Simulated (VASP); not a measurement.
# AlGa2P3 in VASP: further runs, part 2 of 3

VASP 6.6.1.

## 3. Single point, PBE (20.25 Å³/atom)

This run uses another cell than the first one, of 20.25 Å³/atom.

File INCAR:

```
ALGO = Normal
EDIFF = 1E-6
ENCUT = 520
GGA = PE
ISIF = 2
ISMEAR = 0
LASPH = T
LCHARG = T
LELF = T
LREAL = F
LVHAR = T
LWAVE = F
NBANDS = 31
NELM = 60
PREC = Accurate
SIGMA = 0.02
```

File KPOINTS:

```
k-points
0
Gamma
  10 10 10
```

File POSCAR:

```
AlGa2P3
1.0
   -1.9279944343      1.9279944343      8.1714162394
    1.9279944343     -1.9279944343      8.1714162394
    1.9279944343      1.9279944343     -8.1714162394
Al Ga P
1 2 3
Direct
    0.5000000000      0.5000000000      0.0000000000
    0.8332890907      0.8332890907      0.0000000000
    0.1667109093      0.1667109093      0.0000000000
    0.4169588983      0.9169588983      0.5000000000
    0.0830411017      0.5830411017      0.5000000000
    0.7500000000      0.2500000000      0.5000000000
```

Potentials or basis: VASP PAW PBE potentials, release 64 (Al, Ga_d, P).

On the command line:

```
$ cat potpaw_PBE.64/Al/POTCAR potpaw_PBE.64/Ga_d/POTCAR potpaw_PBE.64/P/POTCAR > POTCAR
$ mpirun -np 1 vasp_std > vasp.out
```

OUTCAR:

```text
EDIFF = 1E-6
   ENCUT = 520
   GGA = PE
   ISIF = 2
   ISMEAR = 0
   LASPH = T
   LREAL = F
   NELM = 60
   PREC = Accurate

 ion  position               nearest neighbor table
   1  0.500  0.500  0.000-   5 2.36   4 2.36   5 2.36   4 2.36
   2  0.833  0.833  0.000-   6 2.36   6 2.36   4 2.36   4 2.36
   3  0.167  0.167  0.000-   6 2.36   6 2.36   5 2.36   5 2.36
   4  0.417  0.917  0.500-   1 2.36   1 2.36   2 2.36   2 2.36
   5  0.083  0.583  0.500-   1 2.36   1 2.36   3 2.36   3 2.36
   6  0.750  0.250  0.500-   3 2.36   2 2.36   2 2.36   3 2.36

  LATTYP: Found a body centered tetragonal cell.
 ALAT       =     3.8559888686
 C/A-ratio  =     4.2382986662

  Lattice vectors:

 A1 = (  -1.9279944343,   1.9279944343,   8.1714162394)
 A2 = (   1.9279944343,  -1.9279944343,   8.1714162394)
 A3 = (   1.9279944343,   1.9279944343,  -8.1714162394)

Analysis of symmetry for initial positions (statically):
=====================================================================
 Subroutine PRICEL returns:
 Original cell was already a primitive cell.

 Routine SETGRP: Setting up the symmetry group for a
 body centered tetragonal supercell.

 Subroutine GETGRP returns: Found  8 space group operations
 (whereof  8 operations were pure point group operations)
 out of a pool of 16 trial point group operations.

The static configuration has the point symmetry D_2d.

Analysis of symmetry for dynamics (positions and initial velocities):
=====================================================================
 Subroutine PRICEL returns:
 Original cell was already a primitive cell.

 Routine SETGRP: Setting up the symmetry group for a
 body centered tetragonal supercell.

 Subroutine GETGRP returns: Found  8 space group operations
 (whereof  8 operations were pure point group operations)
 out of a pool of 16 trial point group operations.

The dynamic configuration has the point symmetry D_2d.

 Subroutine INISYM returns: Found  8 space group operations
 (whereof  8 operations are pure point group operations),
 and found     1 'primitive' translations

----------------------------------------------------------------------------------------

                                     Primitive cell

  volume of cell :     121.4979

  direct lattice vectors                    reciprocal lattice vectors
    -1.927994434  1.927994434  8.171416239     0.000000000  0.259336848  0.061188904
     1.927994434 -1.927994434  8.171416239     0.259336848  0.000000000  0.061188904
     1.927994434  1.927994434 -8.171416239     0.259336848  0.259336848  0.000000000

  length of vectors
     8.614311838  8.614311838  8.614311838     0.266457657  0.266457657  0.366757688

  position of ions in fractional coordinates (direct lattice)
     0.500000000  0.500000000  0.000000000
     0.833289091  0.833289091  0.000000000
     0.166710909  0.166710909  0.000000000
     0.416958898  0.916958898  0.500000000
     0.083041102  0.583041102  0.500000000
     0.750000000  0.250000000  0.500000000

  ion indices of the primitive-cell ions
   primitive index   ion index
                 1           1
[... 29 lines left out ...]

 Found    102 irreducible k-points:

 Following reciprocal coordinates:
            Coordinates               Weight
  0.000000  0.000000  0.000000      1.000000
  0.100000  0.000000  0.000000      8.000000
  0.200000  0.000000  0.000000      8.000000
  0.300000 -0.000000  0.000000      8.000000
  0.400000  0.000000 -0.000000      8.000000
  0.500000  0.000000  0.000000      4.000000
[... 16 lines left out ...]
  0.300000  0.300000  0.000000      8.000000
  0.400000  0.300000  0.000000     16.000000
 [... further k-points ...]
   k-points           NKPTS =    102   k-points in BZ     NKDIM =    102   number of bands    NBANDS=     31
   number of dos      NEDOS =    301   number of ions     NIONS =      6
   total plane-waves  NPLWV = 262144
   dimension x,y,z NGX =    64 NGY =   64 NGZ =   64
   dimension x,y,z NGXF=   128 NGYF=  128 NGZF=  128
   ions per type =               1   2   3
   NGX,Y,Z   is equivalent  to a cutoff of  12.35, 12.35, 12.35 a.u.
   NGXF,Y,Z  is equivalent  to a cutoff of  24.70, 24.70, 24.70 a.u.
 SYSTEM =  unknown system
   PREC   = accura    normal or accurate (medium, high low for compatibility)
   ISTART =      0    job   : 0-new  1-cont  2-samecut
   ICHARG =      2    charge: 1-file 2-atom 10-const
   ISPIN  =      1    spin polarized calculation?
   LNONCOLLINEAR =      F non collinear calculations
   LSORBIT =      F    spin-orbit coupling
   LASPH  =      T    aspherical Exc in radial PAW
   ENCUT  =  520.0 eV  38.22 Ry    6.18 a.u.  16.02 16.02 16.02*2*pi/ulx,y,z
   NELM   =     60;   NELMIN=  2; NELMDL= -5     # of ELM steps
   EDIFF  = 0.1E-05   stopping-criterion for ELM
   LREAL  =      F    real-space projection
   EDIFFG = 0.1E-04   stopping-criterion for IOM
   NSW    =      0    number of steps for IOM
   IBRION =     -1    ionic relax: 0-MD 1-quasi-New 2-CG
   NFREE  =      0    steps in history (QN), initial steepest desc. (CG)
   ISIF   =      2    stress and relaxation
   ISYM   =      2    0-nonsym 1-usesym 2-fastsym
   POTIM  = 0.5000    time-step for ionic-motion
   TEBEG  =    0.0;   TEEND  =   0.0 temperature during run
   PSTRESS=    0.0 pullay stress
   NELECT =      44.0000    total number of electrons
   NUPDOWN=      -1.0000    fix difference up-down
   EMIN   =  10.00;   EMAX   =-10.00  energy-range for DOS
   EFERMI =   0.00;   METHOD = LEGACY
   ISMEAR =     0;   SIGMA  =   0.02  broadening in eV -4-tet -1-fermi 0-gaus
   EFERMI_NEDOS =   21; number of points for ismear=-14 and -15
   IALGO  =     38    algorithm
   IMIX   =      4    mixing-type and parameters
     AMIX     =   0.40;   BMIX     =  1.00
     AMIX_MAG =   1.60;   BMIX_MAG =  1.00
  volume/ion in A,a.u.               =      20.25       136.65
  Fermi-wavevector in a.u.,A,eV,Ry     =   1.166907  2.205134 18.526659  1.361671
  Thomas-Fermi vector in A             =   2.303414
   LORBIT       =      0    0 simple, 1 ext, 2 COOP (PROOUT), +10 PAW based schemes
   GGA     = PE    functional components
   LHFCALC =     F    Hartree Fock is set to
   AEXX    =    0.0000 exact exchange contribution
   IVDW    =     0    specifies the selected vdW correction
   LEPSILON=     F    determine dielectric tensor
   LRPA    =     F    only Hartree local field effects (RPA)
 non-spin polarized calculation
 Gauss-broadening in eV      SIGMA  =   0.02
  energy-cutoff  :      520.00
  volume of cell :      121.50
 maximum number of plane-waves:      3294
   NGX = 31   NGY = 31   NGZ = 31

 number of electron      43.9999995 magnetization

 Free energy of the ion-electron system (eV)
  ---------------------------------------------------
  ext. energy  EPLUGINS =         0.00000000
  ---------------------------------------------------
  free energy    TOTEN  =       -28.59183117 eV

  energy without entropy =      -28.59183117  energy(sigma->0) =      -28.59183117

 E-fermi :   4.7247     XC(G=0):  -9.6305

 val. band max:        4.6371455649   @ k =   0.0000   0.0000   0.0000
 cond. band min:       6.2503677055   @ k =   0.5000   0.5000   0.0000
 fundamental gap:      1.6132221406
 Fermi energy:         4.7247060711

 k-point     1 :       0.0000    0.0000    0.0000
  band No.  band energies     occupation
      1      -9.8604      2.00000
      2      -9.7990      2.00000
      3      -9.7534      2.00000
      4      -9.7534      2.00000
      5      -9.7210      2.00000
      6      -9.7210      2.00000
[... 805 lines left out ...]
     30      11.1371      0.00000
     31      11.8886      0.00000

 [... further k-points ...]

------------------------ aborting loop because EDIFF is reached ----------------------------------------

  FORCE on cell =-STRESS in cart. coord.  units (eV):
  Direction    XX          YY          ZZ          XY          YZ          ZX
  --------------------------------------------------------------------------------------
  -------------------------------------------------------------------------------------
  Total        1.9058528      1.9058528      1.9143697      0.0000000      0.0000000      0.0000000
  in kB       25.1322325     25.1322325     25.2445433      0.0000000      0.0000000      0.0000000
  external PRESSURE =      25.1696694 kB  Pullay stress =       0.0000000 kB

 VOLUME and BASIS-vectors are now :
 -----------------------------------------------------------------------------
  energy-cutoff  :      520.00
  volume of cell :      121.50
      direct lattice vectors                 reciprocal lattice vectors
    -1.927994434  1.927994434  8.171416239     0.000000000  0.259336848  0.061188904
     1.927994434 -1.927994434  8.171416239     0.259336848  0.000000000  0.061188904
     1.927994434  1.927994434 -8.171416239     0.259336848  0.259336848  0.000000000

 POSITION                                       TOTAL-FORCE (eV/Angst)
 -----------------------------------------------------------------------------------
      0.00000      0.00000      8.17142        -0.000000      0.000000     -0.000000
      0.00000      0.00000     13.61830        -0.000000      0.000000      0.000944
      0.00000      0.00000      2.72453        -0.000000      0.000000     -0.000944
      1.92799      0.00000      6.81429         0.000000     -0.000000      0.003795
      1.92799     -0.00000      1.35713         0.000000     -0.000000     -0.003795
      0.00000      1.92799      4.08571        -0.000000      0.000000     -0.000000
 -----------------------------------------------------------------------------------
    total drift:                                0.000002     -0.000002     -0.000000

  FREE ENERGIE OF THE ION-ELECTRON SYSTEM (eV)
  ---------------------------------------------------
  free  energy   TOTEN  =       -28.5918311690 eV

  energy  without entropy=      -28.5918311690  energy(sigma->0) =      -28.59183117
```

Wall time 16 min (1 thread of Intel Xeon 6975P-C (Granite Rapids), shared host); peak memory 0.79 GiB.

Results:

```
Free energy            : -28.5918 eV
Pressure               : 2.5 GPa
Largest force          : 0.004 eV/Å
Band gap on the k mesh : 1.61 eV (least direct gap 1.79 eV)
```

Forces on the atoms (eV/Å):
```
Al   0.000  0.000  0.000
Ga   0.000  0.000  0.001
Ga   0.000  0.000 -0.001
P    0.000  0.000  0.004
P    0.000  0.000 -0.004
P    0.000  0.000  0.000
```

Levels at points of the mesh, in eV from the valence-band top:
| k point | band 18 | band 19 | band 20 | band 21 | band 22 | band 23 | band 24 | band 25 | band 26 | band 27 |
| --- | --- | --- | --- | --- | --- | --- | --- | --- | --- | --- |
| (0.00, 0.00, 0.00) | -2.00 | -2.00 | -0.03 | 0.00 | 0.00 | 1.79 | 1.87 | 2.44 | 2.99 | 3.12 |
| (0.50, 0.00, 0.00) | -2.54 | -1.11 | -1.04 | -0.99 | -0.98 | 1.98 | 3.13 | 3.43 | 4.71 | 4.72 |
| (0.50, 0.50, 0.00) | -3.17 | -3.09 | -3.04 | -2.49 | -2.48 | 1.61 | 1.96 | 3.27 | 3.61 | 3.82 |
| (0.50, 0.50, 0.50) | -1.80 | -1.02 | -1.02 | -0.81 | -0.81 | 1.62 | 1.98 | 2.91 | 3.16 | 4.03 |

## 4. Single point, PBE (18.37 Å³/atom)

This run uses another cell than the first one, of 18.37 Å³/atom.

File INCAR:

```
PREC = Accurate ; ENCUT = 520
EDIFF = 1E-7 ; ISMEAR = 0
SIGMA = 0.02 ; LREAL = F
LASPH = T ; NELM = 80
ALGO = Normal ; ISIF = 2
LWAVE = F ; LCHARG = F
GGA = PE ; NBANDS = 31
```

File KPOINTS:

```
Automatic mesh
0
Gamma
  10 10 10
```

File POSCAR:

```
AlGa2P3
1.0
   -1.8665736905      1.8665736905      7.9091450932
    1.8665736905     -1.8665736905      7.9091450932
    1.8665736905      1.8665736905     -7.9091450932
Al Ga P
1 2 3
Direct
    0.5000000000      0.5000000000      0.0000000000
    0.8332387443      0.8332387443      0.0000000000
    0.1667612557      0.1667612557      0.0000000000
    0.4167901317      0.9167901317      0.5000000000
    0.0832098683      0.5832098683      0.5000000000
    0.7500000000      0.2500000000      0.5000000000
```

Potentials or basis: VASP PAW PBE potentials, release 64 (Al, Ga_d, P).

On the command line:

```
$ cat potpaw_PBE.64/Al/POTCAR potpaw_PBE.64/Ga_d/POTCAR potpaw_PBE.64/P/POTCAR > POTCAR
$ mpirun -np 1 vasp_std > vasp.out
```

OUTCAR:

```text
PREC = Accurate
   ENCUT = 520
   EDIFF = 1E-7
   ISMEAR = 0
   LREAL = F
   LASPH = T
   NELM = 80
   ISIF = 2
   GGA = PE

 ion  position               nearest neighbor table
   1  0.500  0.500  0.000-   5 2.28   4 2.28   5 2.28   4 2.28
   2  0.833  0.833  0.000-   6 2.28   6 2.28   4 2.29   4 2.29
   3  0.167  0.167  0.000-   6 2.28   6 2.28   5 2.29   5 2.29
   4  0.417  0.917  0.500-   1 2.28   1 2.28   2 2.29   2 2.29
   5  0.083  0.583  0.500-   1 2.28   1 2.28   3 2.29   3 2.29
   6  0.750  0.250  0.500-   3 2.28   2 2.28   2 2.28   3 2.28

  LATTYP: Found a body centered tetragonal cell.
 ALAT       =     3.7331473810
 C/A-ratio  =     4.2372530661

  Lattice vectors:

 A1 = (  -1.8665736905,   1.8665736905,   7.9091450932)
 A2 = (   1.8665736905,  -1.8665736905,   7.9091450932)
 A3 = (   1.8665736905,   1.8665736905,  -7.9091450932)

Analysis of symmetry for initial positions (statically):
=====================================================================
 Subroutine PRICEL returns:
 Original cell was already a primitive cell.

 Routine SETGRP: Setting up the symmetry group for a
 body centered tetragonal supercell.

 Subroutine GETGRP returns: Found  8 space group operations
 (whereof  8 operations were pure point group operations)
 out of a pool of 16 trial point group operations.

The static configuration has the point symmetry D_2d.

Analysis of symmetry for dynamics (positions and initial velocities):
=====================================================================
 Subroutine PRICEL returns:
 Original cell was already a primitive cell.

 Routine SETGRP: Setting up the symmetry group for a
 body centered tetragonal supercell.

 Subroutine GETGRP returns: Found  8 space group operations
 (whereof  8 operations were pure point group operations)
 out of a pool of 16 trial point group operations.

[... 129 lines left out ...]
  volume/ion in A,a.u.               =      18.37       123.97
  Fermi-wavevector in a.u.,A,eV,Ry     =   1.205404  2.277882 19.769233  1.452998
  Thomas-Fermi vector in A             =   2.341101
   LORBIT       =      0    0 simple, 1 ext, 2 COOP (PROOUT), +10 PAW based schemes
   GGA     = PE    functional components
   LHFCALC =     F    Hartree Fock is set to
   AEXX    =    0.0000 exact exchange contribution
   IVDW    =     0    specifies the selected vdW correction
   LEPSILON=     F    determine dielectric tensor
   LRPA    =     F    only Hartree local field effects (RPA)
 non-spin polarized calculation
 Gauss-broadening in eV      SIGMA  =   0.02
  energy-cutoff  :      520.00
  volume of cell :      110.22
 maximum number of plane-waves:      2987
 NGX is ok and might be reduce to    64
   NGX = 31   NGY = 31   NGZ = 31

 number of electron      44.0000004 magnetization

 Free energy of the ion-electron system (eV)
  ---------------------------------------------------
  ext. energy  EPLUGINS =         0.00000000
  ---------------------------------------------------
  free energy    TOTEN  =       -28.06763425 eV

  energy without entropy =      -28.06763425  energy(sigma->0) =      -28.06763425

 E-fermi :   5.7934     XC(G=0): -10.0593

 val. band max:        5.6495140537   @ k =   0.0000   0.0000   0.0000
 cond. band min:       7.0391986438   @ k =   0.5000   0.5000  -0.0000
 fundamental gap:      1.3896845901
 Fermi energy:         5.7934182906

 k-point     1 :       0.0000    0.0000    0.0000
  band No.  band energies     occupation
      1      -9.0620      2.00000
      2      -8.9766      2.00000
      3      -8.9125      2.00000
      4      -8.9125      2.00000
      5      -8.8680      2.00000
      6      -8.8680      2.00000
[... 805 lines left out ...]
     30      12.4628      0.00000
     31      13.2560      0.00000

 [... further k-points ...]

------------------------ aborting loop because EDIFF is reached ----------------------------------------

  FORCE on cell =-STRESS in cart. coord.  units (eV):
  Direction    XX          YY          ZZ          XY          YZ          ZX
  --------------------------------------------------------------------------------------
  -------------------------------------------------------------------------------------
  Total        9.0772700      9.0772700      9.0798123      0.0000000     -0.0000000      0.0000000
  in kB      131.9428983    131.9428983    131.9798519      0.0000000     -0.0000000      0.0000000
  external PRESSURE =     131.9552162 kB  Pullay stress =       0.0000000 kB

 VOLUME and BASIS-vectors are now :
 -----------------------------------------------------------------------------
  energy-cutoff  :      520.00
  volume of cell :      110.22
      direct lattice vectors                 reciprocal lattice vectors
    -1.866573691  1.866573691  7.909145093     0.000000000  0.267870485  0.063217958
     1.866573691 -1.866573691  7.909145093     0.267870485  0.000000000  0.063217958
     1.866573691  1.866573691 -7.909145093     0.267870485  0.267870485  0.000000000

 POSITION                                       TOTAL-FORCE (eV/Angst)
 -----------------------------------------------------------------------------------
      0.00000      0.00000      7.90915        -0.000000      0.000000      0.000000
      0.00000      0.00000     13.18041         0.000000     -0.000000      0.001927
      0.00000      0.00000      2.63788         0.000000     -0.000000     -0.001927
      1.86657      0.00000      6.59291        -0.000000      0.000000     -0.001367
      1.86657      0.00000      1.31624        -0.000000      0.000000      0.001367
      0.00000      1.86657      3.95457        -0.000000      0.000000      0.000000
 -----------------------------------------------------------------------------------
    total drift:                                0.000001     -0.000001     -0.000000

  FREE ENERGIE OF THE ION-ELECTRON SYSTEM (eV)
  ---------------------------------------------------
  free  energy   TOTEN  =       -28.0676342523 eV

  energy  without entropy=      -28.0676342523  energy(sigma->0) =      -28.06763425
```

OSZICAR:

```text
N       E                     dE             d eps       ncg     rms          rms(c)
DAV:   1     0.332000054406E+03    0.33200E+03   -0.19869E+04  6726   0.189E+03
DAV:   2     0.149640790444E+02   -0.31704E+03   -0.30060E+03  6899   0.489E+02
DAV:   3    -0.271872627174E+02   -0.42151E+02   -0.41276E+02  7431   0.130E+02
DAV:   4    -0.290469192173E+02   -0.18597E+01   -0.18525E+01  8285   0.289E+01
DAV:   5    -0.290948859694E+02   -0.47967E-01   -0.47949E-01  7978   0.432E+00    0.847E+00
DAV:   6    -0.281811776398E+02    0.91371E+00   -0.14321E+00  9329   0.162E+01    0.531E+00
DAV:   7    -0.280695812925E+02    0.11160E+00   -0.10081E+00  7475   0.464E+00    0.213E+00
DAV:   8    -0.280668290505E+02    0.27522E-02   -0.13249E-01  8252   0.428E+00    0.611E-01
DAV:   9    -0.280674275299E+02   -0.59848E-03   -0.16804E-02  9685   0.198E+00    0.129E-01
DAV:  10    -0.280674548154E+02   -0.27285E-04   -0.18456E-03  8258   0.377E-01    0.920E-02
DAV:  11    -0.280676261786E+02   -0.17136E-03   -0.27189E-04  8336   0.874E-02    0.473E-02
DAV:  12    -0.280676278901E+02   -0.17115E-05   -0.26833E-05  9845   0.733E-02    0.194E-02
DAV:  13    -0.280676335543E+02   -0.56643E-05   -0.99017E-06  7526   0.202E-02    0.113E-02
DAV:  14    -0.280676340700E+02   -0.51570E-06   -0.15503E-06  8199   0.736E-03    0.605E-03
DAV:  15    -0.280676342263E+02   -0.15626E-06   -0.19638E-07  6230   0.254E-03    0.231E-03
DAV:  16    -0.280676342523E+02   -0.25952E-07   -0.75182E-08  4891   0.265E-03
   1 F= -.28067634E+02 E0= -.28067634E+02  d E =-.740545E-27
```

stdout:

```text
POSCAR found type information on POSCAR AlGaP
 POSCAR found :  3 types and       6 ions
 scaLAPACK will be used
 LDA part: xc-table for (Slater+PW92), standard interpolation
 POSCAR, INCAR and KPOINTS ok, starting setup
 FFT: planning ... GRIDC
 FFT: planning ... GRID_SOFT
 FFT: planning ... GRID
 WAVECAR not read
 entering main loop
```

Wall time 49 min (1 thread of Oxide Virtual Turin-like, shared host); peak memory 0.74 GiB.

What came out:

```
Free energy            : -28.0676 eV
Pressure               : 13.2 GPa
Band gap on the k mesh : 1.39 eV (least direct gap 1.66 eV)
```

Levels at points of the mesh, in eV from the valence-band top:
```
           k point  band 19  band 20  band 21  band 22  band 23  band 24  band 25  band 26
(0.00, 0.00, 0.00)    -2.24    -0.04     0.00     0.00     1.66     1.87     2.78     2.94
(0.50, 0.00, 0.00)    -1.22    -1.19    -1.11    -1.11     2.29     3.38     3.57     4.68
(0.50, 0.50, 0.00)    -3.52    -3.46    -2.79    -2.79     1.39     1.87     3.19     3.60
(0.50, 0.50, 0.50)    -1.19    -1.19    -0.91    -0.91     1.41     1.89     2.95     3.10
```

Caveat: the cell stands under pressure. A k mesh can miss the band edges.

[end of part 2 of 3]
